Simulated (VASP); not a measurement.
# Cr3Co (Pm-3m) in VASP: relaxation of cell and atoms with PBE

Aim: the relaxation of cell and atoms of Cr3Co with PBE.

Everything below comes from runs of VASP 6.6.1. Logs are shortened: lines on timing, memory, paths and dates and some standing lists are left out, and cuts for length are marked.

## (1) The cell of the first run

Symmetry: Pm-3m, No. 221, cubic system. The conventional cell has a = 3.565 Å, b = 3.565 Å, c = 3.565 Å, α = 90.00°, β = 90.00°, γ = 90.00°. Within 3.3 Å of Cr (site symmetry 4/mmm) lie 8 Cr at 2.52 Å and 4 Co at 2.52 Å. Co (site symmetry m-3m) has 12 Cr at 2.52 Å within 3.3 Å.

## (2) Relaxation of cell and atoms, PBE

The input, INCAR:

```
PREC = Accurate
ENCUT = 600
EDIFF = 1E-7
ISMEAR = 0
SIGMA = 0.1
LREAL = False
LASPH = True
NELM = 60
ALGO = Fast
ISIF = 3
LWAVE = False
LCHARG = False
GGA = PE
IBRION = 2
NSW = 100
EDIFFG = -0.01
```

The input, KPOINTS:

```
regular mesh
0
Gamma
  14 14 14
```

The input, POSCAR:

```
Cr3Co
1.0
    3.5649514268      0.0000000000      0.0000000000
    0.0000000000      3.5649514268      0.0000000000
    0.0000000000      0.0000000000      3.5649514268
Cr Co
3 1
Direct
    0.0000000000      0.5000000000      0.5000000000
    0.5000000000      0.0000000000      0.5000000000
    0.5000000000      0.5000000000      0.0000000000
    0.0000000000      0.0000000000      0.0000000000
```

Potentials or basis: VASP PAW PBE potentials, release 64 (Cr_pv, Co).

Command:

```bash
cat potpaw_PBE.64/Cr_pv/POTCAR potpaw_PBE.64/Co/POTCAR > POTCAR
mpirun -np 1 vasp_std > vasp.out
```

OUTCAR:

```text
PREC = Accurate
   ENCUT = 600
   EDIFF = 1E-7
   ISMEAR = 0
   LREAL = False
   LASPH = True
   NELM = 60
   ISIF = 3
   GGA = PE
   IBRION = 2
   NSW = 100
   EDIFFG = -0.01

 ion  position               nearest neighbor table
   1  0.000  0.500  0.500-   2 2.52   3 2.52   4 2.52   3 2.52   4 2.52   2 2.52   4 2.52   4 2.52
                             2 2.52   3 2.52   3 2.52   2 2.52
   2  0.500  0.000  0.500-   1 2.52   3 2.52   4 2.52   3 2.52   4 2.52   1 2.52   3 2.52   3 2.52
                             1 2.52   4 2.52   4 2.52   1 2.52
   3  0.500  0.500  0.000-   1 2.52   2 2.52   4 2.52   1 2.52   2 2.52   2 2.52   4 2.52   2 2.52
                             1 2.52   4 2.52   1 2.52   4 2.52
   4  0.000  0.000  0.000-   1 2.52   2 2.52   3 2.52   1 2.52   2 2.52   1 2.52   3 2.52   1 2.52
                             2 2.52   3 2.52   2 2.52   3 2.52

  LATTYP: Found a simple cubic cell.
 ALAT       =     3.5649514268

  Lattice vectors:

 A1 = (   3.5649514268,   0.0000000000,   0.0000000000)
 A2 = (   0.0000000000,   3.5649514268,   0.0000000000)
 A3 = (   0.0000000000,   0.0000000000,   3.5649514268)

Analysis of symmetry for initial positions (statically):
=====================================================================
 Subroutine PRICEL returns:
 Original cell was already a primitive cell.

 Routine SETGRP: Setting up the symmetry group for a
 simple cubic supercell.

 Subroutine GETGRP returns: Found 48 space group operations
 (whereof 48 operations were pure point group operations)
 out of a pool of 48 trial point group operations.

The static configuration has the point symmetry O_h .

Analysis of symmetry for dynamics (positions and initial velocities):
=====================================================================
 Subroutine PRICEL returns:
 Original cell was already a primitive cell.

 Routine SETGRP: Setting up the symmetry group for a
 simple cubic supercell.

 Subroutine GETGRP returns: Found 48 space group operations
 (whereof 48 operations were pure point group operations)
 out of a pool of 48 trial point group operations.

The dynamic configuration has the point symmetry O_h .

 Subroutine INISYM returns: Found 48 space group operations
 (whereof 48 operations are pure point group operations),
 and found     1 'primitive' translations

----------------------------------------------------------------------------------------

                                     Primitive cell

  volume of cell :      45.3065

  direct lattice vectors                    reciprocal lattice vectors
     3.564951427  0.000000000  0.000000000     0.280508731  0.000000000  0.000000000
     0.000000000  3.564951427  0.000000000     0.000000000  0.280508731  0.000000000
     0.000000000  0.000000000  3.564951427     0.000000000  0.000000000  0.280508731

  length of vectors
     3.564951427  3.564951427  3.564951427     0.280508731  0.280508731  0.280508731

  position of ions in fractional coordinates (direct lattice)
     0.000000000  0.500000000  0.500000000
     0.500000000  0.000000000  0.500000000
     0.500000000  0.500000000  0.000000000
     0.000000000  0.000000000  0.000000000

  ion indices of the primitive-cell ions
   primitive index   ion index
                 1           1
                 2           2
                 3           3
                 4           4

----------------------------------------------------------------------------------------

 KPOINTS: regular mesh

Automatic generation of k-mesh.
 Grid dimensions read from file:
 generate k-points for:   14   14   14

 Generating k-lattice:

  Cartesian coordinates                     Fractional coordinates (reciprocal lattice)
     0.020036338  0.000000000  0.000000000     0.071428571  0.000000000  0.000000000
     0.000000000  0.020036338  0.000000000     0.000000000  0.071428571  0.000000000
     0.000000000  0.000000000  0.020036338     0.000000000  0.000000000  0.071428571

  Length of vectors
     0.020036338  0.020036338  0.020036338

  Shift w.r.t. Gamma in fractional coordinates (k-lattice)
     0.000000000  0.000000000  0.000000000

 Subroutine IBZKPT returns following result:
 ===========================================

 Found    120 irreducible k-points:

 Following reciprocal coordinates:
            Coordinates               Weight
  0.000000  0.000000  0.000000      1.000000
  0.071429  0.000000  0.000000      6.000000
  0.142857  0.000000  0.000000      6.000000
  0.214286  0.000000  0.000000      6.000000
  0.285714  0.000000  0.000000      6.000000
  0.357143  0.000000  0.000000      6.000000
[... 16 lines left out ...]
  0.285714  0.214286  0.000000     24.000000
  0.357143  0.214286  0.000000     24.000000
 [... further k-points ...]
   k-points           NKPTS =    120   k-points in BZ     NKDIM =    120   number of bands    NBANDS=     27
   number of dos      NEDOS =    301   number of ions     NIONS =      4
   total plane-waves  NPLWV =  21952
   dimension x,y,z NGX =    28 NGY =   28 NGZ =   28
   dimension x,y,z NGXF=    56 NGYF=   56 NGZF=   56
   ions per type =               3   1
   NGX,Y,Z   is equivalent  to a cutoff of  13.06, 13.06, 13.06 a.u.
   NGXF,Y,Z  is equivalent  to a cutoff of  26.11, 26.11, 26.11 a.u.
 SYSTEM =  unknown system
   PREC   = accura    normal or accurate (medium, high low for compatibility)
   ISTART =      0    job   : 0-new  1-cont  2-samecut
   ICHARG =      2    charge: 1-file 2-atom 10-const
   ISPIN  =      1    spin polarized calculation?
   LNONCOLLINEAR =      F non collinear calculations
   LSORBIT =      F    spin-orbit coupling
   LASPH  =      T    aspherical Exc in radial PAW
   ENCUT  =  600.0 eV  44.10 Ry    6.64 a.u.   7.12  7.12  7.12*2*pi/ulx,y,z
   NELM   =     60;   NELMIN=  2; NELMDL= -5     # of ELM steps
   EDIFF  = 0.1E-06   stopping-criterion for ELM
   LREAL  =      F    real-space projection
   EDIFFG = -.1E-01   stopping-criterion for IOM
   NSW    =    100    number of steps for IOM
   IBRION =      2    ionic relax: 0-MD 1-quasi-New 2-CG
   NFREE  =      1    steps in history (QN), initial steepest desc. (CG)
   ISIF   =      3    stress and relaxation
   ISYM   =      2    0-nonsym 1-usesym 2-fastsym
   POTIM  = 0.5000    time-step for ionic-motion
   TEBEG  =    0.0;   TEEND  =   0.0 temperature during run
   PSTRESS=    0.0 pullay stress
   NELECT =      45.0000    total number of electrons
   NUPDOWN=      -1.0000    fix difference up-down
   EMIN   =  10.00;   EMAX   =-10.00  energy-range for DOS
   EFERMI =   0.00;   METHOD = LEGACY
   ISMEAR =     0;   SIGMA  =   0.10  broadening in eV -4-tet -1-fermi 0-gaus
   EFERMI_NEDOS =   21; number of points for ismear=-14 and -15
   IALGO  =     68    algorithm
   IMIX   =      4    mixing-type and parameters
     AMIX     =   0.40;   BMIX     =  1.00
     AMIX_MAG =   1.60;   BMIX_MAG =  1.00
  volume/ion in A,a.u.               =      11.33        76.44
  Fermi-wavevector in a.u.,A,eV,Ry     =   1.633398  3.086675 36.300200  2.667989
  Thomas-Fermi vector in A             =   2.725210
   LORBIT       =      0    0 simple, 1 ext, 2 COOP (PROOUT), +10 PAW based schemes
   GGA     = PE    functional components
   LHFCALC =     F    Hartree Fock is set to
   AEXX    =    0.0000 exact exchange contribution
   IVDW    =     0    specifies the selected vdW correction
   LEPSILON=     F    determine dielectric tensor
   LRPA    =     F    only Hartree local field effects (RPA)
 conjugate gradient relaxation of ions
 non-spin polarized calculation
 RMM-DIIS sequential band-by-band and
 Gauss-broadening in eV      SIGMA  =   0.10
  energy-cutoff  :      600.00
  volume of cell :       45.31
 maximum number of plane-waves:      1532
   NGX = 15   NGY = 15   NGZ = 15

--------------------------------------- Ionic step        1  -------------------------------------------

 number of electron      44.9999994 magnetization

 Free energy of the ion-electron system (eV)
  ---------------------------------------------------
  ext. energy  EPLUGINS =         0.00000000
  ---------------------------------------------------
  free energy    TOTEN  =       -34.87046495 eV

  energy without entropy =      -34.84027031  energy(sigma->0) =      -34.85536763

------------------------ aborting loop because EDIFF is reached ----------------------------------------

  FORCE on cell =-STRESS in cart. coord.  units (eV):
  Direction    XX          YY          ZZ          XY          YZ          ZX
  --------------------------------------------------------------------------------------
  -------------------------------------------------------------------------------------
  Total       -0.1232718     -0.1232718     -0.1232718      0.0000000     -0.0000000     -0.0000000
  in kB       -4.3592664     -4.3592664     -4.3592664      0.0000000     -0.0000000     -0.0000000
  external PRESSURE =      -4.3592664 kB  Pullay stress =       0.0000000 kB

 VOLUME and BASIS-vectors are now :
 -----------------------------------------------------------------------------
  energy-cutoff  :      600.00
  volume of cell :       45.31
      direct lattice vectors                 reciprocal lattice vectors
     3.564951427  0.000000000  0.000000000     0.280508731  0.000000000  0.000000000
     0.000000000  3.564951427  0.000000000     0.000000000  0.280508731  0.000000000
     0.000000000  0.000000000  3.564951427     0.000000000  0.000000000  0.280508731
[... 39 lines left out ...]
 POSITION                                       TOTAL-FORCE (eV/Angst)
 -----------------------------------------------------------------------------------
     -0.00000      1.77983      1.77983        -0.000000     -0.000000      0.000000
      1.77983     -0.00000      1.77983        -0.000000     -0.000000      0.000000
      1.77983      1.77983      0.00000         0.000000      0.000000      0.000000
      0.00000      0.00000      0.00000         0.000000      0.000000      0.000000
 -----------------------------------------------------------------------------------
    total drift:                                0.000000      0.000000      0.000000

  FREE ENERGIE OF THE ION-ELECTRON SYSTEM (eV)
  ---------------------------------------------------
  free  energy   TOTEN  =       -34.8703554324 eV

  energy  without entropy=      -34.8403407662  energy(sigma->0) =      -34.85534810

--------------------------------------- Ionic step        3  -------------------------------------------

 number of electron      44.9999993 magnetization

 Free energy of the ion-electron system (eV)
  ---------------------------------------------------
  ext. energy  EPLUGINS =         0.00000000
  ---------------------------------------------------
  free energy    TOTEN  =       -34.87059025 eV

  energy without entropy =      -34.84047266  energy(sigma->0) =      -34.85553146

 E-fermi :  10.6331     XC(G=0): -13.6432

 val. band max:       10.6273201814   @ k =   0.3571   0.2143   0.0714
 cond. band min:      10.6346981449   @ k =   0.2857   0.2143   0.0000
 fundamental gap:      0.0073779635
 Fermi energy:        10.6331187801

 k-point     1 :       0.0000    0.0000    0.0000
  band No.  band energies     occupation
      1     -32.5029      2.00000
      2     -32.5029      2.00000
      3     -32.5029      2.00000
      4     -32.1198      2.00000
      5     -32.1198      2.00000
      6     -32.1198      2.00000
[... 19 lines left out ...]
     26      12.7040      0.00000
     27      13.1938      0.00000
[... 667 lines left out ...]
      5     -32.1622      2.00000
      6     -32.1013      2.00000
[... 19 lines left out ...]
     26      11.8726      0.00000
     27      11.9787      0.00000

 [... further k-points ...]
[... 5 lines left out ...]
  --------------------------------------------------------------------------------------
  -------------------------------------------------------------------------------------
  Total        0.0069338      0.0069338      0.0069338      0.0000000     -0.0000000      0.0000000
  in kB        0.2456730      0.2456730      0.2456730      0.0000000     -0.0000000      0.0000000
  external PRESSURE =       0.2456730 kB  Pullay stress =       0.0000000 kB

 VOLUME and BASIS-vectors are now :
 -----------------------------------------------------------------------------
  energy-cutoff  :      600.00
  volume of cell :       45.22
      direct lattice vectors                 reciprocal lattice vectors
     3.562661902 -0.000000000 -0.000000000     0.280688998 -0.000000000  0.000000000
     0.000000000  3.562661902  0.000000000     0.000000000  0.280688998  0.000000000
    -0.000000000 -0.000000000  3.562661902     0.000000000 -0.000000000  0.280688998

 POSITION                                       TOTAL-FORCE (eV/Angst)
 -----------------------------------------------------------------------------------
     -0.00000      1.78133      1.78133        -0.000000     -0.000000      0.000000
      1.78133     -0.00000      1.78133        -0.000000     -0.000000      0.000000
      1.78133      1.78133      0.00000         0.000000      0.000000      0.000000
      0.00000      0.00000      0.00000         0.000000      0.000000      0.000000
 -----------------------------------------------------------------------------------
    total drift:                                0.000000      0.000000      0.000000

  FREE ENERGIE OF THE ION-ELECTRON SYSTEM (eV)
  ---------------------------------------------------
  free  energy   TOTEN  =       -34.8705902540 eV

  energy  without entropy=      -34.8404726579  energy(sigma->0) =      -34.85553146

 reached required accuracy - stopping structural energy minimisation
```

Wall time 3.5 min (1 thread of Intel Xeon 6975P-C (Granite Rapids), shared host); peak memory 0.28 GiB.

What came out:

| Item | Value |
| --- | --- |
| Free energy | -34.8706 eV |
| Relaxed volume | 11.30 Å³/atom |
| Relaxed cell | a = 3.563 Å, b = 3.563 Å, c = 3.563 Å, α = 90.00°, β = 90.00°, γ = 90.00° |
| Space group after relaxing (to 0.1 Å) | Pm-3m (No. 221) |
| Energy gained by relaxing | 0.0 meV/atom |
| Ionic steps | 3 |
| Pressure after relaxing | 0.0 GPa |
| Band gap on the k mesh | zero (an odd number of electrons rules out a gap without spin polarisation) |

Step by step:
```csv
step,energy change (eV),largest force (eV/Å),pressure (GPa),volume (Å³)
1,0.0000,0.0000,-0.44,45.31
2,0.0001,0.0000,0.66,45.10
3,-0.0001,0.0000,0.02,45.22
```

Final structure:
```cif
data_structure
_symmetry_space_group_name_H-M 'P 1'
_symmetry_Int_Tables_number 1
_cell_length_a 3.5627
_cell_length_b 3.5627
_cell_length_c 3.5627
_cell_angle_alpha 90.000
_cell_angle_beta 90.000
_cell_angle_gamma 90.000
_cell_volume 45.22
loop_
_atom_site_label
_atom_site_type_symbol
_atom_site_fract_x
_atom_site_fract_y
_atom_site_fract_z
_atom_site_occupancy
Cr1 Cr 0.00000 0.50000 0.50000 1
Cr2 Cr 0.50000 0.00000 0.50000 1
Cr3 Cr 0.50000 0.50000 0.00000 1
Co1 Co 0.00000 0.00000 0.00000 1
```

Caveat: the run has no spin polarisation, though such a crystal can be magnetic. Spin polarisation is off, so any magnetic state and its effect on volume and gap are missing.
